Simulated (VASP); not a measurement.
# SiC (Moissanite 6H) (P6_3mc) in VASP: notebook, part 2 of 2

VASP 6.6.1. The steps go on from the part before.

### 3 Single point, BLYP+D3(BJ)

This run uses another cell than the first one, of 10.24 Å³/atom, 1.008 times its volume.

Input file INCAR:

```
PREC = Accurate
ENCUT = 520
EDIFF = 1E-6
ISMEAR = -1
SIGMA = 0.05
LREAL = F
LASPH = T
NELM = 100
ALGO = Normal
ISIF = 2
LWAVE = F
LCHARG = T
GGA = B5
ALDAX = 1.0
AGGAX = 1.0
AGGAC = 1.0
ALDAC = 0.0
IVDW = 12
VDW_S6 = 1.0
VDW_S8 = 2.6996
VDW_A1 = 0.4298
VDW_A2 = 4.2359
LELF = T
LVHAR = T
NBANDS = 36
```

Input file KPOINTS:

```
Automatic mesh
0
Gamma
  10 10 2
```

Input file POSCAR:

```
SiC
1.0
    3.0690072753      0.0000000000      0.0000000000
   -1.5345036376      2.6578382648      0.0000000000
    0.0000000000      0.0000000000     15.0630522690
Si C
6 6
Direct
    0.6666666667      0.3333333333      0.4582722835
    0.3333333333      0.6666666667      0.9582722835
    0.6666666667      0.3333333333      0.7918092674
    0.3333333333      0.6666666667      0.2918092674
    0.0000000000      0.0000000000      0.6250473599
    0.0000000000      0.0000000000      0.1250473599
    0.6666666667      0.3333333333      0.3333120940
    0.3333333333      0.6666666667      0.8333120940
    0.6666666667      0.3333333333      0.6668636779
    0.3333333333      0.6666666667      0.1668636779
    0.0000000000      0.0000000000      0.4996953173
    0.0000000000      0.0000000000     -0.0003046827
```

Potentials or basis: VASP PAW PBE potentials, release 64 (Si, C).

Started as:

```bash
$ cat potpaw_PBE.64/Si/POTCAR potpaw_PBE.64/C/POTCAR > POTCAR
$ mpirun -np 1 vasp_std > vasp.out
```

OUTCAR:

```text
PREC = Accurate
   ENCUT = 520
   EDIFF = 1E-6
   ISMEAR = -1
   LREAL = F
   LASPH = T
   NELM = 100
   ISIF = 2
   GGA = B5
   IVDW = 12
 IVDW          = 12

 ion  position               nearest neighbor table
   1  0.667  0.333  0.458-  11 1.88  11 1.88  11 1.88   7 1.88   4 3.07   4 3.07   4 3.07   5 3.07
                             5 3.07   5 3.07
   2  0.333  0.667  0.958-  12 1.88  12 1.88  12 1.88   8 1.88   3 3.07   3 3.07   3 3.07   6 3.07
                             6 3.07   6 3.07
   3  0.667  0.333  0.792-   8 1.88   8 1.88   8 1.88   9 1.88   2 3.07   2 3.07   2 3.07   5 3.07
                             5 3.07   5 3.07
   4  0.333  0.667  0.292-   7 1.88   7 1.88   7 1.88  10 1.88   1 3.07   1 3.07   1 3.07   6 3.07
                             6 3.07   6 3.07
   5  0.000  0.000  0.625-   9 1.88   9 1.88   9 1.88  11 1.89   3 3.07   3 3.07   3 3.07   1 3.07
                             1 3.07   1 3.07
   6  0.000  0.000  0.125-  10 1.88  10 1.88  10 1.88  12 1.89   4 3.07   4 3.07   4 3.07   2 3.07
                             2 3.07   2 3.07
   7  0.667  0.333  0.333-   4 1.88   4 1.88   4 1.88   1 1.88
   8  0.333  0.667  0.833-   3 1.88   3 1.88   3 1.88   2 1.88
   9  0.667  0.333  0.667-   5 1.88   5 1.88   5 1.88   3 1.88
  10  0.333  0.667  0.167-   6 1.88   6 1.88   6 1.88   4 1.88
  11  0.000  0.000  0.500-   1 1.88   1 1.88   1 1.88   5 1.89
  12  0.000  0.000  1.000-   2 1.88   2 1.88   2 1.88   6 1.89

  LATTYP: Found a hexagonal cell.
 ALAT       =     3.0690072753
 C/A-ratio  =     4.9081187882

  Lattice vectors:

 A1 = (   3.0690072753,   0.0000000000,   0.0000000000)
 A2 = (  -1.5345036376,   2.6578382648,   0.0000000000)
 A3 = (   0.0000000000,   0.0000000000,  15.0630522690)

Analysis of symmetry for initial positions (statically):
=====================================================================
 Subroutine PRICEL returns:
 Original cell was already a primitive cell.

 Routine SETGRP: Setting up the symmetry group for a
 hexagonal supercell.

 Subroutine GETGRP returns: Found 12 space group operations
 (whereof  6 operations were pure point group operations)
 out of a pool of 24 trial point group operations.

The static configuration has the point symmetry C_3v.
 The point group associated with its full space group is C_6v.

Analysis of symmetry for dynamics (positions and initial velocities):
=====================================================================
 Subroutine PRICEL returns:
 Original cell was already a primitive cell.

 Routine SETGRP: Setting up the symmetry group for a
 hexagonal supercell.

 Subroutine GETGRP returns: Found 12 space group operations
 (whereof  6 operations were pure point group operations)
 out of a pool of 24 trial point group operations.

The dynamic configuration has the point symmetry C_3v.
 The point group associated with its full space group is C_6v.

 Subroutine INISYM returns: Found 12 space group operations
 (whereof  6 operations are pure point group operations),
 and found     1 'primitive' translations

----------------------------------------------------------------------------------------

                                     Primitive cell

  volume of cell :     122.8682

[... 91 lines left out ...]
   number of dos      NEDOS =    301   number of ions     NIONS =     12
   total plane-waves  NPLWV =  64512
   dimension x,y,z NGX =    24 NGY =   24 NGZ =  112
   dimension x,y,z NGXF=    48 NGYF=   48 NGZF=  224
   ions per type =               6   6
   NGX,Y,Z   is equivalent  to a cutoff of  13.00, 13.00, 12.36 a.u.
   NGXF,Y,Z  is equivalent  to a cutoff of  26.00, 26.00, 24.72 a.u.
 SYSTEM =  unknown system
   PREC   = accura    normal or accurate (medium, high low for compatibility)
   ISTART =      0    job   : 0-new  1-cont  2-samecut
   ICHARG =      2    charge: 1-file 2-atom 10-const
   ISPIN  =      1    spin polarized calculation?
   LNONCOLLINEAR =      F non collinear calculations
   LSORBIT =      F    spin-orbit coupling
   LASPH  =      T    aspherical Exc in radial PAW
   ENCUT  =  520.0 eV  38.22 Ry    6.18 a.u.   5.71  5.71 28.01*2*pi/ulx,y,z
   NELM   =    100;   NELMIN=  2; NELMDL= -5     # of ELM steps
   EDIFF  = 0.1E-05   stopping-criterion for ELM
   LREAL  =      F    real-space projection
   EDIFFG = 0.1E-04   stopping-criterion for IOM
   NSW    =      0    number of steps for IOM
   IBRION =     -1    ionic relax: 0-MD 1-quasi-New 2-CG
   NFREE  =      0    steps in history (QN), initial steepest desc. (CG)
   ISIF   =      2    stress and relaxation
   ISYM   =      2    0-nonsym 1-usesym 2-fastsym
   POTIM  = 0.5000    time-step for ionic-motion
   TEBEG  =    0.0;   TEEND  =   0.0 temperature during run
   PSTRESS=    0.0 pullay stress
   NELECT =      48.0000    total number of electrons
   NUPDOWN=      -1.0000    fix difference up-down
   EMIN   =  10.00;   EMAX   =-10.00  energy-range for DOS
   EFERMI =   0.00;   METHOD = LEGACY
   ISMEAR =    -1;   SIGMA  =   0.05  broadening in eV -4-tet -1-fermi 0-gaus
   EFERMI_NEDOS =   21; number of points for ismear=-14 and -15
   IALGO  =     38    algorithm
   IMIX   =      4    mixing-type and parameters
     AMIX     =   0.40;   BMIX     =  1.00
     AMIX_MAG =   1.60;   BMIX_MAG =  1.00
  volume/ion in A,a.u.               =      10.24        69.10
  Fermi-wavevector in a.u.,A,eV,Ry     =   1.196765  2.261557 19.486885  1.432246
  Thomas-Fermi vector in A             =   2.332697
   LORBIT       =      0    0 simple, 1 ext, 2 COOP (PROOUT), +10 PAW based schemes
   GGA     = B5    functional components
   LHFCALC =     F    Hartree Fock is set to
   AEXX    =    0.0000 exact exchange contribution
   IVDW    =    12    specifies the selected vdW correction
   LEPSILON=     F    determine dielectric tensor
   LRPA    =     F    only Hartree local field effects (RPA)
 non-spin polarized calculation
  energy-cutoff  :      520.00
  volume of cell :      122.87
 maximum number of plane-waves:      3332
 NGX is ok and might be reduce to    24
   NGX = 11   NGY = 11   NGZ = 57

 number of electron      47.9999998 magnetization

 Free energy of the ion-electron system (eV)
  ---------------------------------------------------
  ext. energy  EPLUGINS =         0.00000000
  ---------------------------------------------------
  free energy    TOTEN  =       -81.79363598 eV

  energy without entropy =      -81.79363598  energy(sigma->0) =      -81.79363598

 E-fermi :   9.7443     XC(G=0): -10.6937

 val. band max:        8.6844156695   @ k =   0.0000   0.0000   0.0000
 cond. band min:      11.0179372275   @ k =   0.5000   0.0000   0.0000
 fundamental gap:      2.3335215580
 Fermi energy:         9.7443075152

 k-point     1 :       0.0000    0.0000    0.0000
  band No.  band energies     occupation
      1      -6.7193      2.00000
      2      -6.1977      2.00000
      3      -6.1632      2.00000
      4      -4.6735      2.00000
      5      -4.6434      2.00000
      6      -3.1746      2.00000
[... 925 lines left out ...]
     35      16.4392      0.00000
     36      16.4392      0.00000

 [... further k-points ...]

------------------------ aborting loop because EDIFF is reached ----------------------------------------

 Edisp (eV)   -7.81815

 E8    (eV) :    -5.3554

  FORCE on cell =-STRESS in cart. coord.  units (eV):
  Direction    XX          YY          ZZ          XY          YZ          ZX
  --------------------------------------------------------------------------------------
  -------------------------------------------------------------------------------------
  Total       0.47621     0.47621     0.48369     0.00000     0.00000    -0.00000
  in kB       6.20971     6.20971     6.30719     0.00000     0.00000    -0.00000
  external pressure =        6.24 kB  Pullay stress =        0.00 kB

 VOLUME and BASIS-vectors are now :
 -----------------------------------------------------------------------------
  energy-cutoff  :      520.00
  volume of cell :      122.87
      direct lattice vectors                 reciprocal lattice vectors
     3.069007275  0.000000000  0.000000000     0.325838263  0.188122809  0.000000000
    -1.534503638  2.657838265  0.000000000     0.000000000  0.376245618  0.000000000
     0.000000000  0.000000000 15.063052269     0.000000000  0.000000000  0.066387607

 POSITION                                       TOTAL-FORCE (eV/Angst)
 -----------------------------------------------------------------------------------
      1.53450      0.88595      6.90298         0.000000     -0.000000     -0.001664
     -0.00000      1.77189     14.43451        -0.000000      0.000000     -0.001664
      1.53450      0.88595     11.92706         0.000000     -0.000000     -0.000730
     -0.00000      1.77189      4.39554        -0.000000     -0.000000     -0.000730
      0.00000      0.00000      9.41512         0.000000     -0.000000      0.001816
      0.00000      0.00000      1.88359        -0.000000      0.000000      0.001816
      1.53450      0.88595      5.02070        -0.000000     -0.000000      0.000200
     -0.00000      1.77189     12.55222         0.000000      0.000000      0.000200
      1.53450      0.88595     10.04500        -0.000000      0.000000      0.000481
     -0.00000      1.77189      2.51348         0.000000     -0.000000      0.000481
      0.00000      0.00000      7.52694        -0.000000     -0.000000     -0.000103
      0.00000      0.00000     15.05846         0.000000     -0.000000     -0.000103
 -----------------------------------------------------------------------------------
    total drift:                               -0.000000     -0.000000      0.000113

  FREE ENERGIE OF THE ION-ELECTRON SYSTEM (eV)
  ---------------------------------------------------
  free  energy   TOTEN  =       -89.6117824546 eV

  energy  without entropy=      -89.6117824545  energy(sigma->0) =      -89.61178245
```

Run time: 3.5 min. Hardware: 1 thread of AMD EPYC 7R13, shared host; peak memory 0.26 GiB.

Results:

```
Free energy                : -89.6118 eV
Pressure                   : 0.6 GPa
Band gap on the k mesh     : 2.33 eV, indirect (least direct gap 3.43 eV)
Dispersion energy per atom : -0.652 eV
```

Levels at points of the mesh, in eV from the valence-band top:
```
           k point  band 21  band 22  band 23  band 24  band 25  band 26  band 27  band 28
(0.00, 0.00, 0.00)    -0.30    -0.04     0.00     0.00     5.42     5.59     5.99     6.51
(0.50, 0.00, 0.00)    -1.79    -1.77    -1.63    -1.10     2.33     2.52     3.51     4.18
(0.00, 0.00, 0.50)    -0.09    -0.09    -0.09    -0.09     5.48     5.48     6.23     6.23
(0.50, 0.00, 0.50)    -1.70    -1.70    -1.30    -1.30     2.38     2.38     3.72     3.72
```

Caveat: the PAW data sets were made with another functional, which shifts forces and pressure a little.

### 4 Single point, RPBE+D3(BJ)

This run uses another cell than the first one, of 10.28 Å³/atom, 1.012 times its volume.

Input file INCAR:

```
SYSTEM = SiC
  ALGO = Normal
  EDIFF = 1E-7
  ENCUT = 520
  GGA = RP
  ISIF = 2
  ISMEAR = -1
  IVDW = 12
  LASPH = .TRUE.
  LCHARG = .FALSE.
  LREAL = .FALSE.
  LWAVE = .FALSE.
  NBANDS = 36
  NELM = 80
  PREC = Accurate
  SIGMA = 0.05
```

Input file KPOINTS:

```
k-points
0
G
  10 10 2
  0 0 0
```

Input file POSCAR:

```
SiC
1.0
    3.0742275620      0.0000000000      0.0000000000
   -1.5371137810      2.6623591657      0.0000000000
    0.0000000000      0.0000000000     15.0681848517
Si C
6 6
Direct
    0.6666666667      0.3333333333      0.4583000000
    0.3333333333      0.6666666667      0.9583000000
    0.6666666667      0.3333333333      0.7917000000
    0.3333333333      0.6666666667      0.2917000000
    0.0000000000      0.0000000000      0.6250000000
    0.0000000000      0.0000000000      0.1250000000
    0.6666666667      0.3333333333      0.3333000000
    0.3333333333      0.6666666667      0.8333000000
    0.6666666667      0.3333333333      0.6667000000
    0.3333333333      0.6666666667      0.1667000000
    0.0000000000      0.0000000000      0.5000000000
    0.0000000000      0.0000000000      0.0000000000
```

Potentials or basis: VASP PAW PBE potentials, release 64 (Si, C).

Started as:

```bash
$ cat potpaw_PBE.64/Si/POTCAR potpaw_PBE.64/C/POTCAR > POTCAR
$ mpirun -np 1 vasp_std > vasp.out
```

OUTCAR:

```text
SYSTEM = SiC
   EDIFF = 1E-7
   ENCUT = 520
   GGA = RP
   ISIF = 2
   ISMEAR = -1
   IVDW = 12
   LASPH = .TRUE.
   LREAL = .FALSE.
   NELM = 80
   PREC = Accurate
 IVDW          = 12

 ion  position               nearest neighbor table
   1  0.667  0.333  0.458-  11 1.88  11 1.88  11 1.88   7 1.88   4 3.07   4 3.07   4 3.07   5 3.08
                             5 3.08   5 3.08
   2  0.333  0.667  0.958-  12 1.88  12 1.88  12 1.88   8 1.88   3 3.07   3 3.07   3 3.07   6 3.08
                             6 3.08   6 3.08
   3  0.667  0.333  0.792-   8 1.88   8 1.88   8 1.88   9 1.88   2 3.07   2 3.07   2 3.07   5 3.08
[... 1180 lines left out ...]
 -----------------------------------------------------------------------------
  energy-cutoff  :      520.00
  volume of cell :      123.33
      direct lattice vectors                 reciprocal lattice vectors
     3.074227562  0.000000000  0.000000000     0.325284963  0.187803361  0.000000000
    -1.537113781  2.662359166  0.000000000     0.000000000  0.375606722  0.000000000
     0.000000000  0.000000000 15.068184852     0.000000000  0.000000000  0.066364994

 POSITION                                       TOTAL-FORCE (eV/Angst)
 -----------------------------------------------------------------------------------
      1.53711      0.88745      6.90575         0.000000     -0.000000      0.067975
     -0.00000      1.77491     14.43984        -0.000000      0.000000      0.067975
      1.53711      0.88745     11.92948         0.000000     -0.000000      0.028917
     -0.00000      1.77491      4.39539        -0.000000      0.000000      0.028917
      0.00000      0.00000      9.41762        -0.000000      0.000000      0.038233
      0.00000      0.00000      1.88352        -0.000000     -0.000000      0.038233
      1.53711      0.88745      5.02223         0.000000      0.000000     -0.016981
     -0.00000      1.77491     12.55632         0.000000      0.000000     -0.016981
      1.53711      0.88745     10.04596        -0.000000     -0.000000      0.025890
     -0.00000      1.77491      2.51187         0.000000      0.000000      0.025890
      0.00000      0.00000      7.53409         0.000000     -0.000000     -0.144035
      0.00000      0.00000      0.00000         0.000000      0.000000     -0.144035
 -----------------------------------------------------------------------------------
    total drift:                               -0.000000     -0.000000      0.000042

  FREE ENERGIE OF THE ION-ELECTRON SYSTEM (eV)
  ---------------------------------------------------
  free  energy   TOTEN  =       -99.5728141318 eV

  energy  without entropy=      -99.5728141316  energy(sigma->0) =      -99.57281413
```

stdout:

```text
POSCAR found type information on POSCAR SiC
 POSCAR found :  2 types and      12 ions
 scaLAPACK will be used
 -----------------------------------------------------------------------------
|                                                                             |
|                                                                             |
|     You enforced a specific xc type in the INCAR file but a different       |
|     I HOPE YOU KNOW WHAT YOU ARE DOING!                                     |
|                                                                             |
 -----------------------------------------------------------------------------

 LDA part: xc-table for (Slater+PW92), standard interpolation
 POSCAR, INCAR and KPOINTS ok, starting setup
 FFT: planning ... GRIDC
 FFT: planning ... GRID_SOFT
 FFT: planning ... GRID
 WAVECAR not read
 entering main loop
```

Wall time 3.2 min (1 thread of AMD EPYC 7R13, shared host); peak memory 0.26 GiB.

Results:

```yaml
Free_energy: -99.5728 eV
Pressure: -14.9 GPa
Largest_force: 0.144 eV/Å
Band_gap_on_the_k_mesh: 2.03 eV, indirect (least direct gap 3.12 eV)
Dispersion_energy_per_atom: -1.143 eV
```

Forces on the atoms (eV/Å):
```
Si   0.000  0.000  0.068
Si   0.000  0.000  0.068
Si   0.000  0.000  0.029
Si   0.000  0.000  0.029
Si   0.000  0.000  0.038
Si   0.000  0.000  0.038
C    0.000  0.000 -0.017
C    0.000  0.000 -0.017
C    0.000  0.000  0.026
C    0.000  0.000  0.026
C    0.000  0.000 -0.144
C    0.000  0.000 -0.144
```

Stress tensor (GPa, compression positive):
```
-15.16   0.00   0.00
  0.00 -15.16   0.00
  0.00   0.00 -14.51
```

Caveat: the PAW data sets were made with another functional, which shifts forces and pressure a little.

### 5 Single point, PBE exchange alone

This run uses another cell than the first one, of 10.28 Å³/atom, 1.012 times its volume.

Input file INCAR:

```
SYSTEM = SiC
AGGAC = 0.0
ALDAC = 0.0
ALGO = Normal
EDIFF = 1E-6
ENCUT = 520
GGA = PE
ISIF = 2
ISMEAR = -1
LASPH = .True.
LCHARG = .True.
LELF = .True.
LREAL = .False.
LVHAR = .True.
LWAVE = .False.
NBANDS = 36
NELM = 100
PREC = Accurate
SIGMA = 0.05
```

Input file KPOINTS:

```
k-points
0
Gamma
  10 10 2
  0 0 0
```

POSCAR is that of step 4.

Started as:

```bash
$ cat potpaw_PBE.64/Si/POTCAR potpaw_PBE.64/C/POTCAR > POTCAR
$ mpirun -np 1 vasp_std > vasp.out
```

Run time: 3.5 min. Hardware: 1 thread of AMD EPYC 7R13, shared host; peak memory 0.25 GiB.

Results (log left out):

- Free energy: -69.6037 eV
- Pressure: 21.7 GPa
- Largest force: 0.144 eV/Å
- Band gap on the k mesh: 2.33 eV, indirect (least direct gap 3.42 eV)

Forces in eV/Å, atoms in the order of the input:
```
Si   0.000  0.000  0.041
Si   0.000  0.000  0.041
Si   0.000  0.000  0.023
Si   0.000  0.000  0.023
Si   0.000  0.000  0.045
Si   0.000  0.000  0.045
C    0.000  0.000 -0.013
C    0.000  0.000 -0.013
C    0.000  0.000  0.048
C    0.000  0.000  0.048
C    0.000  0.000 -0.144
C    0.000  0.000 -0.144
```

Stress tensor (GPa, compression positive):
```
21.40  0.00  0.00
 0.00 21.40  0.00
 0.00  0.00 22.34
```

Levels at points of the mesh, in eV from the valence-band top:
```
           k point  band 22  band 23  band 24  band 25  band 26  band 27
(0.00, 0.00, 0.00)    -0.04     0.00     0.00     5.40     5.57     5.98
(0.50, 0.00, 0.00)    -1.76    -1.63    -1.09     2.33     2.52     3.51
(0.00, 0.00, 0.50)    -0.09    -0.09    -0.09     5.47     5.47     6.21
(0.50, 0.00, 0.50)    -1.70    -1.29    -1.29     2.38     2.38     3.72
```

### 6 Overview

```csv
level,cell,gap on the mesh (eV),pressure (GPa),largest force (eV/Å)
PBEsol+D3(BJ),"a = 3.061, b = 3.061, c = 15.020 Å, angles 90.0, 90.0, 120.0°, 12 atoms",1.91,0.4,-
BLYP+D3(BJ),"a = 3.069, b = 3.069, c = 15.063 Å, angles 90.0, 90.0, 120.0°, 12 atoms",2.33,0.6,-
RPBE+D3(BJ),"a = 3.074, b = 3.074, c = 15.068 Å, angles 90.0, 90.0, 120.0°, 12 atoms",2.03,-14.9,0.14
PBE exchange alone,"a = 3.074, b = 3.074, c = 15.068 Å, angles 90.0, 90.0, 120.0°, 12 atoms",2.33,21.7,0.14
```

Alike in all rows: task single point; potentials or basis VASP PAW PBE potentials, release 64 (Si, C); no spin polarisation; k mesh 10 × 10 × 2; cutoff (eV) 520; smearing fermi-dirac 0.05 eV.

Caveats: the PAW data sets were made with another functional, which shifts forces and pressure a little (some runs).

Total energies depend on the potentials used, so only differences within one code and one set of settings carry meaning.
